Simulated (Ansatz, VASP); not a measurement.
# Two plane-wave programs on V3MoSe8

The input INCAR:

```
ALGO     = Normal         # electronic algorithm
EDIFF    = 1E-6           # SCF threshold, eV
ENCUT    = 500            # plane-wave cutoff, eV
GGA      = PE             # functional
GGA_COMPAT= False        
ISIF     = 2              # what is computed and relaxed
ISMEAR   = 0              # smearing method
ISPIN    = 2              # spin polarisation
LASPH    = True           # aspherical terms in the spheres
LCHARG   = True           # write CHGCAR
LELF     = True           # ELF
LMAXMIX  = 4              # l up to which the mixer works
LORBIT   = 11             # projections on sites
LREAL    = False          # projectors in reciprocal space
LVHAR    = True         
LWAVE    = False          # write WAVECAR
MAGMOM   = 2 2 2 1 0 0 0 0 0 0 0 0 # initial moments
NBANDS   = 66             # bands
NELM     = 200            # most SCF steps
PREC     = Accurate       # precision mode
SIGMA    = 0.1            # smearing width, eV
```

The input KPOINTS:

```
k-points
0
Gamma
  6 6 1
```

Contents of POSCAR:

```
V3MoSe8
1.0
    2.8814246300      0.0000000000      0.0000000000
   -1.4407123100      2.4953869300      0.0000000000
    0.0000000000      0.0000000000     39.7263031900
V Mo Se
3 1 8
Direct
    0.6666666700      0.3333333300      0.0740182800
    0.6666666700      0.3333333300      0.5740182800
    0.3333333300      0.6666666700      0.4259817200
    0.3333333300      0.6666666700      0.9259817200
    0.3333333300      0.6666666700      0.1101189700
    0.3333333300      0.6666666700      0.6101189700
    0.6666666700      0.3333333300      0.4621195800
    0.6666666700      0.3333333300      0.9621195800
    0.3333333300      0.6666666700      0.0378804200
    0.3333333300      0.6666666700      0.5378804200
    0.6666666700      0.3333333300      0.3898810300
    0.6666666700      0.3333333300      0.8898810300
```

Input for Ansatz:

```yaml
crystal:
  lattice:
    - [2.88142463, 0.0, 0.0]
    - [-1.44071231, 2.49538693, 0.0]
    - [0.0, 0.0, 39.72630319]
  atoms:
    - { symbol: V, position: [0.66666667, 0.33333333, 0.07401828], spin: 2.0 }
    - { symbol: V, position: [0.66666667, 0.33333333, 0.57401828], spin: 2.0 }
    - { symbol: V, position: [0.33333333, 0.66666667, 0.42598172], spin: 2.0 }
    - { symbol: Mo, position: [0.33333333, 0.66666667, 0.92598172], spin: 1.0 }
    - { symbol: Se, position: [0.33333333, 0.66666667, 0.11011897] }
    - { symbol: Se, position: [0.33333333, 0.66666667, 0.61011897] }
    - { symbol: Se, position: [0.66666667, 0.33333333, 0.46211958] }
    - { symbol: Se, position: [0.66666667, 0.33333333, 0.96211958] }
    - { symbol: Se, position: [0.33333333, 0.66666667, 0.03788042] }
    - { symbol: Se, position: [0.33333333, 0.66666667, 0.53788042] }
    - { symbol: Se, position: [0.66666667, 0.33333333, 0.38988103] }
    - { symbol: Se, position: [0.66666667, 0.33333333, 0.88988103] }
basis:
  ecutwfc: 420
kpoints:
  mp_grid: { grid: [6, 6, 1] }
hamiltonian:
  xc: pbe
scf:
  occupations: { method: gaussian, width: 0.1 }
  lower_state_search: "off"
output:
  forces: true
  stress: true
  eigenvalues: true
  populations: true
magnetization:
  spin_polarized: true
```

Alike in both runs: task single point; functional PBE; k mesh 6 × 6 × 1; occupations gaussian, width 0.1 eV; collinear spin.

|  | VASP | Ansatz |
| --- | --- | --- |
| version | VASP 6.6.1 | Ansatz 0.2.0 |
| potentials or method | VASP PAW PBE potentials, release 64 (V_sv, Mo_sv, Se), cutoff 500 eV | scalar-relativistic, plane waves, PAW |
| valence electrons in the cell | 101 | 181 |

Ansatz gave:

* gap on the k mesh at the Fermi level (eV): none
* rms of the force components (eV/Å): 4.134
* net moment per atom (μB): 0.02
* size of the moment on the site where the two differ most (μB): 0.11

**Question.** Which values does VASP return?

**Answer.** gap on the k mesh at the Fermi level (eV): none; rms of the force components (eV/Å): 4.190; net moment per atom (μB): 0.02; size of the moment on the site where the two differ most (μB): 0.14.

Site moments also hang on the region over which each program counts them. Atom by atom the forces differ by 0.057 eV/Å (rms over components). A gap of «none» marks a metal or a gap that the smearing closes. VASP's potentials hold 101 valence electrons a cell and Ansatz's 181, so a difference there can come from the potentials and not from the codes. Ansatz's warnings: seeded moment not kept.

The k mesh is coarse, so the values compare programs but aren't converged.
